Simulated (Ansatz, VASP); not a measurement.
# Two plane-wave programs on ZnGeP2

The input POSCAR:

```
ZnGeP2
1.0
   -2.7233306711      2.7233306711      5.3656199512
    2.7233306711     -2.7233306711      5.3656199512
    2.7233306711      2.7233306711     -5.3656199512
Zn Ge P
2 2 4
Direct
    0.0000000000      0.0000000000      0.0000000000
    0.7500000000      0.2500000000      0.5000000000
    0.5000000000      0.5000000000      0.0000000000
    0.2500000000      0.7500000000      0.5000000000
    0.3750000000      0.3792106962      0.5042106962
    0.6207893038      0.1250000000      0.9957893038
    0.8750000000      0.8707893038      0.4957893038
    0.1292106962      0.6250000000      0.0042106962
```

The input INCAR.step1:

```
SYSTEM = ZnGeP2
ALGO = Normal
EDIFF = 1E-5
ENCUT = 550
GGA = PE
GGA_COMPAT = .False.
ISMEAR = 0
LASPH = .True.
LCHARG = .False.
LREAL = .False.
LWAVE = .True.
NBANDS = 46
NELM = 120
PREC = Accurate
SIGMA = 0.01
```

File INCAR.step2:

```
SYSTEM = ZnGeP2
ALGO = Normal
EDIFF = 1E-6
ENCUT = 550
GGA_COMPAT = .False.
ISIF = 2
ISMEAR = 0
ISTART = 1
LASPH = .True.
LCHARG = .True.
LELF = .True.
LMIXTAU = .True.
LREAL = .False.
LVHAR = .True.
LWAVE = .False.
METAGGA = R2SCAN
NBANDS = 46
NELM = 120
PREC = Accurate
SIGMA = 0.01
```

File KPOINTS:

```
k-points
0
Gamma
  6 6 6
  0 0 0
```

Input for Ansatz:

```yaml
crystal:
  lattice:
    - [-2.7233306711, 2.7233306711, 5.3656199512]
    - [2.7233306711, -2.7233306711, 5.3656199512]
    - [2.7233306711, 2.7233306711, -5.3656199512]
  atoms:
    - { symbol: Zn, position: [0.0, 0.0, 0.0] }
    - { symbol: Zn, position: [0.75, 0.25, 0.5] }
    - { symbol: Ge, position: [0.5, 0.5, 0.0] }
    - { symbol: Ge, position: [0.25, 0.75, 0.5] }
    - { symbol: P, position: [0.375, 0.3792106962, 0.5042106962] }
    - { symbol: P, position: [0.6207893038, 0.125, 0.9957893038] }
    - { symbol: P, position: [0.875, 0.8707893038, 0.4957893038] }
    - { symbol: P, position: [0.1292106962, 0.625, 0.0042106962] }
kpoints:
  mp_grid: { grid: [6, 6, 6] }
  band_path:
    path:
      - [0.0, 0.0, 0.0]
      - [0.0, 0.0, 0.5]
      - [0.25, 0.25, 0.25]
      - [0.0, 0.5, 0.0]
      - [0.5, 0.5, -0.5]
      - [0.3144022361, 0.6855977639, -0.3144022361]
      - [-0.3144022361, 0.3144022361, 0.3144022361]
      - [-0.1288044722, 0.1288044722, 0.5]
      - [0.5, 0.5, -0.1288044722]
      - [0.432292, -0.4375, 0.4375]
    npoints: 1
hamiltonian:
  xc: r2scan
scf:
  occupations: { method: fixed }
  n_extra_bands: 6
output:
  forces: true
  stress: true
  eigenvalues: true
```

Alike in both runs: task single point; functional r2SCAN; k mesh 6 × 6 × 6; no spin polarisation.

|  | VASP | Ansatz |
| --- | --- | --- |
| version | VASP 6.6.1 | Ansatz 0.2.0 |
| potentials or method | VASP PAW PBE potentials, release 64 (Zn, Ge_d, P) | plane waves, PAW |
| plane-wave cutoff (eV) | 550 | 500 |
| occupations | gaussian, width 0.01 eV | fixed |
| valence electrons in the cell | 72 | 72 |

```tsv
	VASP	Ansatz	Ansatz less VASP
gap on the k mesh at the Fermi level (eV)	1.50	1.49	-0.012
pressure (GPa)	-0.1	0.0	+0.10
rms of the force components (eV/Å)	0.005	0.000	-0.0044
```

VASP's potentials were made for PBE, not for r2SCAN. Atom by atom the forces differ by 0.005 eV/Å (rms over components).
